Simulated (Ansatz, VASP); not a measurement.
## Sn in VASP and in Ansatz

Contents of POSCAR:

```
Sn
1.0
   -2.9401404553      2.9401404553      1.5593194392
    2.9401404553     -2.9401404553      1.5593194392
    2.9401404553      2.9401404553     -1.5593194392
Sn
2
Direct
    0.7500000000      0.2500000000      0.5000000000
    0.0000000000      0.0000000000      0.0000000000
```

The input INCAR.step1:

```
SYSTEM = Sn
PREC = Accurate ; ENCUT = 520
ISMEAR = 0 ; SIGMA = 0.15
LREAL = .FALSE. ; LASPH = .TRUE.
NELM = 100 ; NBANDS = 21
GGA = PE ; ALGO = Normal
EDIFF = 1E-4 ; LWAVE = .TRUE.
LCHARG = .FALSE.
```

File INCAR.step2:

```
SYSTEM = Sn
PREC = Accurate ; ENCUT = 520
EDIFF = 1E-6 ; ISMEAR = 0
SIGMA = 0.15 ; LREAL = .FALSE.
LASPH = .TRUE. ; NELM = 100
ALGO = Normal ; ISIF = 2
LWAVE = .FALSE. ; LCHARG = .TRUE.
METAGGA = R2SCAN ; LMIXTAU = .TRUE.
LELF = .TRUE. ; LVHAR = .TRUE.
NBANDS = 21 ; ISTART = 1
```

KPOINTS

```
Automatic mesh
0
G
  16 16 16
  0 0 0
```

Input for Ansatz:

```yaml
crystal:
  lattice:
    - [-2.9401404553, 2.9401404553, 1.5593194392]
    - [2.9401404553, -2.9401404553, 1.5593194392]
    - [2.9401404553, 2.9401404553, -1.5593194392]
  atoms:
    - { symbol: Sn, position: [0.75, 0.25, 0.5] }
    - { symbol: Sn, position: [0.0, 0.0, 0.0] }
basis:
  ecutwfc: 500
kpoints:
  mp_grid: { grid: [16, 16, 16] }
hamiltonian:
  xc: r2scan
scf:
  occupations: { method: gaussian, width: 0.15 }
output:
  forces: true
  stress: true
  eigenvalues: true
```

Change from the starting cell: strain +0.000 along x and y, -0.025 along z, atoms carried along.

Alike in both runs: task single point; functional r2SCAN; k mesh 16 × 16 × 16; occupations gaussian, width 0.15 eV; no spin polarisation.

```csv
,VASP,Ansatz
version,VASP 6.6.1,Ansatz 0.2.0
potentials or method,"VASP PAW PBE potentials, release 64 (Sn_d), cutoff 520 eV","scalar-relativistic, plane waves, PAW"
valence electrons in the cell,28,28
```

|  | VASP | Ansatz | Ansatz less VASP |
| --- | --- | --- | --- |
| gap on the k mesh at the Fermi level (eV) | none | none | - |
| pressure (GPa) | 1.3 | 1.3 | +0.02 |
| traceless stress, the component that is largest in VASP (GPa) | 1.09 | 1.09 | -0.003 |

VASP's potentials were made for PBE, not for r2SCAN. A gap of «none» marks a metal or a gap that the smearing closes. The functional is the same, so the differences come from potentials, cutoffs and numerics.
